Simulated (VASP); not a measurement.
# TiSi2 (Immm) in VASP: notebook

TiSi2 is run at these levels: r2SCAN; tasks: single point.

Everything below comes from runs of VASP 6.6.1. Logs are shortened: lines on timing, memory, paths and dates and some standing lists are left out, and cuts for length are marked.

## 1. The cell of the first run

The structure is orthorhombic, space group Immm (No. 71). Conventional cell: a = 2.886 Å, b = 3.354 Å, c = 8.252 Å, α = 90.00°, β = 90.00°, γ = 90.00°. Ti (site symmetry mmm) has 10 Si at 2.62 to 2.72 Å and 4 Ti at 2.89 to 3.35 Å within 3.5 Å. Si (site symmetry mm2) has 9 Si at 2.58 to 3.35 Å and 5 Ti at 2.62 to 2.72 Å within 3.4 Å.

## 2. Single point, r2SCAN

Contents of POSCAR:

```
TiSi2
1.0
   -1.4428049511      1.6771787643      4.1260979956
    1.4428049511     -1.6771787643      4.1260979956
    1.4428049511      1.6771787643     -4.1260979956
Ti Si
1 2
Direct
    0.0000000000      0.0000000000      0.0000000000
    0.6700780000      0.6700780000      0.0000000000
    0.3299220000      0.3299220000      0.0000000000
```

Contents of INCAR.step1:

```
SYSTEM = TiSi2
PREC = Accurate
ENCUT = 520
ISMEAR = -1
SIGMA = 0.05
LREAL = .FALSE.
LASPH = .TRUE.
NELM = 80
NBANDS = 17
GGA = PE
ALGO = Normal
EDIFF = 1E-4
LWAVE = .TRUE.
LCHARG = .FALSE.
```

Contents of INCAR.step2:

```
SYSTEM = TiSi2
PREC = Accurate
ENCUT = 520
EDIFF = 1E-7
ISMEAR = -1
SIGMA = 0.05
LREAL = .FALSE.
LASPH = .TRUE.
NELM = 80
ALGO = Normal
ISIF = 2
LWAVE = .FALSE.
LCHARG = .TRUE.
METAGGA = R2SCAN
LMIXTAU = .TRUE.
LELF = .TRUE.
LVHAR = .TRUE.
NBANDS = 17
ISTART = 1
```

Contents of KPOINTS:

```
Automatic mesh
0
G
  12 12 12
  0 0 0
```

Potentials or basis: VASP PAW PBE potentials, release 64 (Ti_sv, Si).

Command:

```
> cat potpaw_PBE.64/Ti_sv/POTCAR potpaw_PBE.64/Si/POTCAR > POTCAR
> cp INCAR.step1 INCAR
> mpirun -np 1 vasp_std > vasp.out
> cp INCAR.step2 INCAR
> mpirun -np 1 vasp_std > vasp.out
```

OUTCAR:

```text
SYSTEM = TiSi2
   PREC = Accurate
   ENCUT = 520
   EDIFF = 1E-7
   ISMEAR = -1
   LREAL = .FALSE.
   LASPH = .TRUE.
   NELM = 80
   ISIF = 2
   METAGGA = R2SCAN
   ISTART = 1

 ion  position               nearest neighbor table
   1  0.000  0.000  0.000-   2 2.62   2 2.62   2 2.62   3 2.62   2 2.62   3 2.62   3 2.62   3 2.62
                             2 2.72   3 2.72
   2  0.670  0.670  0.000-   3 2.58   3 2.58   3 2.58   3 2.58   1 2.62   1 2.62   1 2.62   1 2.62
                             1 2.72   3 2.81
   3  0.330  0.330  0.000-   2 2.58   2 2.58   2 2.58   2 2.58   1 2.62   1 2.62   1 2.62   1 2.62
                             1 2.72   2 2.81

  LATTYP: Found a body centered orthorhombic cell.
 ALAT       =     2.8856099022
 B/A-ratio  =     1.1624431723
 C/A-ratio  =     2.8597753234

  Lattice vectors:

 A1 = (  -1.4428049511,   1.6771787643,   4.1260979956)
 A2 = (   1.4428049511,  -1.6771787643,   4.1260979956)
 A3 = (   1.4428049511,   1.6771787643,  -4.1260979956)

Analysis of symmetry for initial positions (statically):
=====================================================================
 Subroutine PRICEL returns:
 Original cell was already a primitive cell.

 Routine SETGRP: Setting up the symmetry group for a
 body centered orthorhombic supercell.

 Subroutine GETGRP returns: Found  8 space group operations
 (whereof  8 operations were pure point group operations)
 out of a pool of  8 trial point group operations.

The static configuration has the point symmetry D_2h.

Analysis of symmetry for dynamics (positions and initial velocities):
=====================================================================
 Subroutine PRICEL returns:
 Original cell was already a primitive cell.

 Routine SETGRP: Setting up the symmetry group for a
 body centered orthorhombic supercell.

 Subroutine GETGRP returns: Found  8 space group operations
 (whereof  8 operations were pure point group operations)
 out of a pool of  8 trial point group operations.

The dynamic configuration has the point symmetry D_2h.

 Subroutine INISYM returns: Found  8 space group operations
 (whereof  8 operations are pure point group operations),
 and found     1 'primitive' translations

----------------------------------------------------------------------------------------

                                     Primitive cell

  volume of cell :      39.9380

  direct lattice vectors                    reciprocal lattice vectors
    -1.442804951  1.677178764  4.126097996     0.000000000  0.298119682  0.121179865
     1.442804951 -1.677178764  4.126097996     0.346547189  0.000000000  0.121179865
     1.442804951  1.677178764 -4.126097996     0.346547189  0.298119682  0.000000000

  length of vectors
     4.681805144  4.681805144  4.681805144     0.321807248  0.367123295  0.457132693

  position of ions in fractional coordinates (direct lattice)
     0.000000000  0.000000000  0.000000000
     0.670078000  0.670078000  0.000000000
     0.329922000  0.329922000  0.000000000

  ion indices of the primitive-cell ions
   primitive index   ion index
                 1           1
                 2           2
                 3           3

----------------------------------------------------------------------------------------

 KPOINTS: Automatic mesh

Automatic generation of k-mesh.
 Grid dimensions read from file:
 generate k-points for:   12   12   12

 Generating k-lattice:

  Cartesian coordinates                     Fractional coordinates (reciprocal lattice)
     0.000000000  0.024843307  0.010098322     0.083333333 -0.000000000  0.000000000
     0.028878932  0.000000000  0.010098322    -0.000000000  0.083333333  0.000000000
     0.028878932  0.024843307  0.000000000     0.000000000  0.000000000  0.083333333

  Length of vectors
     0.026817271  0.030593608  0.038094391

  Shift w.r.t. Gamma in fractional coordinates (k-lattice)
     0.000000000  0.000000000  0.000000000

 Subroutine IBZKPT returns following result:
 ===========================================

 Found    280 irreducible k-points:

 Following reciprocal coordinates:
            Coordinates               Weight
  0.000000  0.000000  0.000000      1.000000
  0.083333 -0.000000  0.000000      4.000000
  0.166667 -0.000000  0.000000      4.000000
  0.250000 -0.000000  0.000000      4.000000
  0.333333 -0.000000  0.000000      4.000000
  0.416667 -0.000000  0.000000      4.000000
[... 16 lines left out ...]
  0.250000  0.166667  0.000000      8.000000
  0.333333  0.166667 -0.000000      8.000000
 [... further k-points ...]
   k-points           NKPTS =    280   k-points in BZ     NKDIM =    280   number of bands    NBANDS=     17
   number of dos      NEDOS =    301   number of ions     NIONS =      3
   total plane-waves  NPLWV =  46656
   dimension x,y,z NGX =    36 NGY =   36 NGZ =   36
   dimension x,y,z NGXF=    72 NGYF=   72 NGZF=   72
   ions per type =               1   2
   NGX,Y,Z   is equivalent  to a cutoff of  12.78, 12.78, 12.78 a.u.
   NGXF,Y,Z  is equivalent  to a cutoff of  25.57, 25.57, 25.57 a.u.
 SYSTEM =  TiSi2
   PREC   = accura    normal or accurate (medium, high low for compatibility)
   ISTART =      1    job   : 0-new  1-cont  2-samecut
   ICHARG =      0    charge: 1-file 2-atom 10-const
   ISPIN  =      1    spin polarized calculation?
   LNONCOLLINEAR =      F non collinear calculations
   LSORBIT =      F    spin-orbit coupling
   LASPH  =      T    aspherical Exc in radial PAW
   ENCUT  =  520.0 eV  38.22 Ry    6.18 a.u.   8.71  8.71  8.71*2*pi/ulx,y,z
   NELM   =     80;   NELMIN=  2; NELMDL=  0     # of ELM steps
   EDIFF  = 0.1E-06   stopping-criterion for ELM
   LREAL  =      F    real-space projection
   EDIFFG = 0.1E-05   stopping-criterion for IOM
   NSW    =      0    number of steps for IOM
   IBRION =     -1    ionic relax: 0-MD 1-quasi-New 2-CG
   NFREE  =      0    steps in history (QN), initial steepest desc. (CG)
   ISIF   =      2    stress and relaxation
   ISYM   =      2    0-nonsym 1-usesym 2-fastsym
   POTIM  = 0.5000    time-step for ionic-motion
   TEBEG  =    0.0;   TEEND  =   0.0 temperature during run
   PSTRESS=    0.0 pullay stress
   NELECT =      20.0000    total number of electrons
   NUPDOWN=      -1.0000    fix difference up-down
   EMIN   =  10.00;   EMAX   =-10.00  energy-range for DOS
   EFERMI =   0.00;   METHOD = LEGACY
   ISMEAR =    -1;   SIGMA  =   0.05  broadening in eV -4-tet -1-fermi 0-gaus
   EFERMI_NEDOS =   21; number of points for ismear=-14 and -15
   IALGO  =     38    algorithm
   IMIX   =      4    mixing-type and parameters
     AMIX     =   0.40;   BMIX     =  1.00
     AMIX_MAG =   1.60;   BMIX_MAG =  1.00
  volume/ion in A,a.u.               =      13.31        89.84
  Fermi-wavevector in a.u.,A,eV,Ry     =   1.300038  2.456715 22.995185  1.690098
  Thomas-Fermi vector in A             =   2.431263
   LORBIT       =      0    0 simple, 1 ext, 2 COOP (PROOUT), +10 PAW based schemes
   METAGGA = R2SCAN    functional components
   LHFCALC =     F    Hartree Fock is set to
   AEXX    =    0.0000 exact exchange contribution
   IVDW    =     0    specifies the selected vdW correction
   LEPSILON=     F    determine dielectric tensor
   LRPA    =     F    only Hartree local field effects (RPA)
 non-spin polarized calculation
  energy-cutoff  :      520.00
  volume of cell :       39.94
 maximum number of plane-waves:      1113
   NGX = 17   NGY = 17   NGZ = 17

 number of electron      20.0000002 magnetization

 Free energy of the ion-electron system (eV)
  ---------------------------------------------------
  ext. energy  EPLUGINS =         0.00000000
  ---------------------------------------------------
  free energy    TOTEN  =       -31.48619670 eV

  energy without entropy =      -31.47664762  energy(sigma->0) =      -31.48142216

 E-fermi :  10.8131     XC(G=0): -12.8435

 val. band max:       10.8094011629   @ k =   0.5000   0.5000   0.3333
 cond. band min:      10.8145903790   @ k =  -0.2500  -0.4167   0.0833
 fundamental gap:      0.0051892161
 Fermi energy:        10.8131329340

 k-point     1 :       0.0000    0.0000    0.0000
  band No.  band energies     occupation
      1     -47.6141      2.00000
      2     -22.9279      2.00000
      3     -22.8940      2.00000
      4     -22.6011      2.00000
      5      -2.9783      2.00000
      6       5.4256      2.00000
[... 9 lines left out ...]
     16      17.0510      0.00000
     17      17.1671      0.00000

 k-point     2 :       0.0833   -0.0000    0.0000
  band No.  band energies     occupation
      1     -47.6134      2.00000
      2     -22.9272      2.00000
      3     -22.9029      2.00000
      4     -22.6005      2.00000
      5      -2.8651      2.00000
      6       5.2299      2.00000
[... 9 lines left out ...]
     16      16.9426      0.00000
     17      17.3319      0.00000

 k-point     3 :       0.1667   -0.0000    0.0000
  band No.  band energies     occupation
      1     -47.6117      2.00000
      2     -22.9277      2.00000
      3     -22.9249      2.00000
      4     -22.5988      2.00000
      5      -2.5298      2.00000
      6       4.7688      2.00000
[... 9 lines left out ...]
     16      17.0756      0.00000
     17      17.8362      0.00000

 k-point     4 :       0.2500   -0.0000    0.0000
  band No.  band energies     occupation
      1     -47.6094      2.00000
      2     -22.9604      2.00000
      3     -22.9227      2.00000
      4     -22.5965      2.00000
      5      -1.9845      2.00000
      6       4.0123      2.00000
[... 9 lines left out ...]
     16      18.1004      0.00000
     17      19.2133      0.00000

 k-point     5 :       0.3333   -0.0000    0.0000
  band No.  band energies     occupation
      1     -47.6070      2.00000
      2     -22.9933      2.00000
      3     -22.9201      2.00000
      4     -22.5942      2.00000
      5      -1.2490      2.00000
      6       2.9665      2.00000
[... 9 lines left out ...]
     16      18.6407      0.00000
     17      19.5863      0.00000

 k-point     6 :       0.4167   -0.0000    0.0000
  band No.  band energies     occupation
      1     -47.6053      2.00000
      2     -23.0172      2.00000
      3     -22.9182      2.00000
      4     -22.5926      2.00000
      5      -0.3508      2.00000
      6       1.8211      2.00000
[... 9 lines left out ...]
     16      18.8280      0.00000
     17      18.9030      0.00000

 k-point     7 :       0.5000   -0.0000    0.0000
  band No.  band energies     occupation
      1     -47.6047      2.00000
      2     -23.0259      2.00000
      3     -22.9175      2.00000
      4     -22.5919      2.00000
      5       0.5681      2.00000
      6       0.8122      2.00000
[... 9 lines left out ...]
     16      18.5674      0.00000
     17      18.7381      0.00000

 k-point     8 :       0.0000    0.0833    0.0000
  band No.  band energies     occupation
      1     -47.6107      2.00000
      2     -22.9244      2.00000
      3     -22.8906      2.00000
      4     -22.6318      2.00000
      5      -2.8306      2.00000
      6       5.2950      2.00000
[... 9 lines left out ...]
     16      15.8104      0.00000
     17      17.3803      0.00000
[... 203 lines left out ...]
      1     -47.6100      2.00000
      2     -22.9232      2.00000
      3     -22.8994      2.00000
      4     -22.6311      2.00000
      5      -2.7474      2.00000
      6       5.6169      2.00000
[... 9 lines left out ...]
     16      15.9102      0.00000
     17      17.5459      0.00000

 k-point    20 :       0.0000    0.1667    0.0000
  band No.  band energies     occupation
      1     -47.6013      2.00000
      2     -22.9149      2.00000
      3     -22.8813      2.00000
      4     -22.7151      2.00000
      5      -2.3924      2.00000
      6       5.1446      2.00000
[... 9 lines left out ...]
     16      16.5303      0.00000
     17      16.7342      0.00000

 k-point    21 :       0.0833    0.1667   -0.0000
  band No.  band energies     occupation
      1     -47.6007      2.00000
      2     -22.9151      2.00000
      3     -22.8899      2.00000
      4     -22.7143      2.00000
      5      -2.2278      2.00000
      6       4.6858      2.00000
[... 9 lines left out ...]
     16      16.8353      0.00000
     17      17.0579      0.00000

 k-point    22 :       0.1667    0.1667    0.0000
  band No.  band energies     occupation
      1     -47.5990      2.00000
      2     -22.9150      2.00000
      3     -22.9121      2.00000
      4     -22.7119      2.00000
      5      -1.8532      2.00000
      6       4.2781      2.00000
[... 9 lines left out ...]
     16      17.1158      0.00000
     17      18.0747      0.00000

 k-point    23 :       0.2500    0.1667    0.0000
  band No.  band energies     occupation
      1     -47.5967      2.00000
      2     -22.9455      2.00000
      3     -22.9109      2.00000
      4     -22.7087      2.00000
      5      -1.2841      2.00000
      6       3.8060      2.00000
[... 9 lines left out ...]
     16      17.2397      0.00000
     17      19.3496      0.00000

 k-point    24 :       0.3333    0.1667   -0.0000
  band No.  band energies     occupation
      1     -47.5945      2.00000
      2     -22.9771      2.00000
      3     -22.9079      2.00000
      4     -22.7055      2.00000
      5      -0.5424      2.00000
      6       3.0483      2.00000
[... 9 lines left out ...]
     16      16.8384      0.00000
     17      19.4378      0.00000

 [... further k-points ...]

------------------------ aborting loop because EDIFF is reached ----------------------------------------

  FORCE on cell =-STRESS in cart. coord.  units (eV):
  Direction    XX          YY          ZZ          XY          YZ          ZX
  --------------------------------------------------------------------------------------
  -------------------------------------------------------------------------------------
  Total        1.8564697      2.0570360      1.8228299     -0.0000000      0.0000000      0.0000000
  in kB       74.4752446     82.5212812     73.1257307     -0.0000000      0.0000000      0.0000000
  external PRESSURE =      76.7074188 kB  Pullay stress =       0.0000000 kB

 VOLUME and BASIS-vectors are now :
 -----------------------------------------------------------------------------
  energy-cutoff  :      520.00
  volume of cell :       39.94
      direct lattice vectors                 reciprocal lattice vectors
    -1.442804951  1.677178764  4.126097996     0.000000000  0.298119682  0.121179865
     1.442804951 -1.677178764  4.126097996     0.346547189  0.000000000  0.121179865
     1.442804951  1.677178764 -4.126097996     0.346547189  0.298119682  0.000000000

 POSITION                                       TOTAL-FORCE (eV/Angst)
 -----------------------------------------------------------------------------------
      0.00000      0.00000      0.00000         0.000000     -0.000000     -0.000000
      0.00000      0.00000      5.52961         0.000000     -0.000000      0.118550
      0.00000      0.00000      2.72258        -0.000000      0.000000     -0.118550
 -----------------------------------------------------------------------------------
    total drift:                               -0.000000      0.000000     -0.000000

  FREE ENERGIE OF THE ION-ELECTRON SYSTEM (eV)
  ---------------------------------------------------
  free  energy   TOTEN  =       -31.4861967011 eV

  energy  without entropy=      -31.4766476171  energy(sigma->0) =      -31.48142216
```

Run time: 21 min. Hardware: 1 thread of Intel Xeon 8259CL, shared host; peak memory 0.36 GiB.

What came out:

```yaml
Free_energy: -31.4862 eV
Pressure: 7.7 GPa
Largest_force: 0.119 eV/Å
Band_gap_on_the_k_mesh: zero (bands 10 and 11 overlap by 2.74 eV)
```

Forces on the atoms (eV/Å):
```
Ti   0.000  0.000  0.000
Si   0.000  0.000  0.119
Si   0.000  0.000 -0.119
```

Stress tensor (GPa, compression positive):
```
7.45 0.00 0.00
0.00 8.25 0.00
0.00 0.00 7.31
```

Caveat: the cell stands under pressure; the PAW data sets were made with another functional, which shifts forces and pressure a little.

[end of part 1 of 2]
